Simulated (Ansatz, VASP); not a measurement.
# LiF in VASP and in Ansatz

File INCAR:

```
PREC = Accurate
ENCUT = 520
EDIFF = 1E-6
ISMEAR = -1
SIGMA = 0.03
LREAL = False
LASPH = True
NELM = 100
ALGO = Normal
ISIF = 2
LWAVE = False
LCHARG = True
LELF = True
LVHAR = True
NBANDS = 12
```

File KPOINTS:

```
regular mesh
0
Gamma
  10 10 10
```

POSCAR

```
LiF
1.0
    0.0000000000      2.0004828142      2.0004828142
    2.0004828142      0.0000000000      2.0004828142
    2.0004828142      2.0004828142      0.0000000000
Li F
1 1
Direct
    0.0000000000      0.0000000000      0.0000000000
    0.5000000000      0.5000000000      0.5000000000
```

Input for Ansatz:

```yaml
crystal:
  lattice:
    - [0.0, 2.0004828142, 2.0004828142]
    - [2.0004828142, 0.0, 2.0004828142]
    - [2.0004828142, 2.0004828142, 0.0]
  atoms:
    - { symbol: Li, position: [0.0, 0.0, 0.0] }
    - { symbol: F, position: [0.5, 0.5, 0.5] }
kpoints:
  mp_grid: { grid: [10, 10, 10] }
  band_path:
    path:
      - [0.0, 0.0, 0.0]
      - [0.5, 0.0, 0.5]
      - [0.625, 0.25, 0.625]
      - [0.375, 0.375, 0.75]
      - [0.0, 0.0, 0.0]
      - [0.5, 0.5, 0.5]
      - [0.5, 0.25, 0.75]
      - [0.5, 0.0, 0.5]
    npoints: 5
scf:
  occupations: { method: fermi_dirac, width: 0.03 }
hamiltonian:
  xc: lda
  pseudopotentials: { kind: all_electron, lapw: { basis_error: 0.00025 } }
output:
  forces: true
  stress: true
  eigenvalues: true
```

Change from the starting cell: volume scaled by 0.98.

Alike in both runs: task single point; functional LDA; k mesh 10 × 10 × 10; occupations fermi-dirac, width 0.03 eV; no spin polarisation.

|  | VASP | Ansatz |
| --- | --- | --- |
| version | VASP 6.6.1 | Ansatz 0.2.0 |
| potentials or method | VASP PAW LDA potentials, release 64 (Li_sv, F), cutoff 520 eV | all-electron LAPW, scalar-relativistic |

VASP gave:

| Item | Value |
| --- | --- |
| gap on the k mesh at the Fermi level (eV) | 9.02 |

Q: Estimate Ansatz's values.

A: gap on the k mesh at the Fermi level (eV): 9.00.

LDA's correlation is that of Perdew and Zunger in VASP and of Perdew and Wang (1992) in Ansatz. Ansatz ran all-electron here, and VASP with PAW potentials.

Noted on VASP's run: the cutoff is short for stress, so the pressure is rough.
